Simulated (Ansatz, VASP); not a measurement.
**One calculation of MgB2, two programs**

The input INCAR:

```
  PREC = Accurate
  ENCUT = 600
  EDIFF = 1E-6
  ISMEAR = -1
  SIGMA = 0.05
  LREAL = False
  LASPH = True
  NELM = 120
  ALGO = Normal
  ISIF = 2
  LWAVE = False
  LCHARG = True
  GGA = PS
  LELF = True
  LVHAR = True
  NBANDS = 11
  GGA_COMPAT = False
```

KPOINTS

```
regular mesh
0
Gamma
  8 8 6
```

File POSCAR:

```
MgB2
1.0
    3.1467000000      0.0000000000      0.0000000000
   -1.5733500000      2.7251221381      0.0000000000
    0.0000000000      0.0000000000      3.5230000000
Mg B
1 2
Direct
    0.0000000000      0.0000000000      0.0000000000
    0.6666666667      0.3333333333      0.5000000000
    0.3333333333      0.6666666667      0.5000000000
```

File input.yaml:

```yaml
crystal:
  lattice:
    - [3.1467, 0.0, 0.0]
    - [-1.57335, 2.7251221381, 0.0]
    - [0.0, 0.0, 3.523]
  atoms:
    - { symbol: Mg, position: [0.0, 0.0, 0.0] }
    - { symbol: B, position: [0.6666666667, 0.3333333333, 0.5] }
    - { symbol: B, position: [0.3333333333, 0.6666666667, 0.5] }
hamiltonian:
  xc: pbesol
  pseudopotentials: { kind: paw }
kpoints:
  mp_grid: { grid: [8, 8, 6] }
scf:
  occupations: { method: fermi_dirac, width: 0.05 }
output:
  forces: true
  stress: true
  eigenvalues: true
```

Alike in both runs: task single point; functional PBEsol; k mesh 8 × 8 × 6; occupations fermi-dirac, width 0.05 eV; no spin polarisation.

```csv
,VASP,Ansatz
version,VASP 6.6.1,Ansatz 0.2.0
potentials or method,"VASP PAW PBE potentials, release 64 (Mg, B)",Ansatz PAW
plane-wave cutoff (eV),600,420
valence electrons in the cell,8,16
```

Ansatz gave:

```
gap on the k mesh at the Fermi level (eV)                     : none
pressure (GPa)                                                : -9.1
traceless stress, the component that is largest in VASP (GPa) : 4.56
```

**Question.** What did VASP give for the same quantities?

**Answer.** gap on the k mesh at the Fermi level (eV): none; pressure (GPa): -9.2; traceless stress, the component that is largest in VASP (GPa): 4.43.

VASP's potentials were made for PBE, not for PBEsol. A gap of «none» marks a metal or a gap that the smearing closes. VASP's potentials hold 8 valence electrons a cell and Ansatz's 16, so a difference there can come from the potentials and not from the codes.
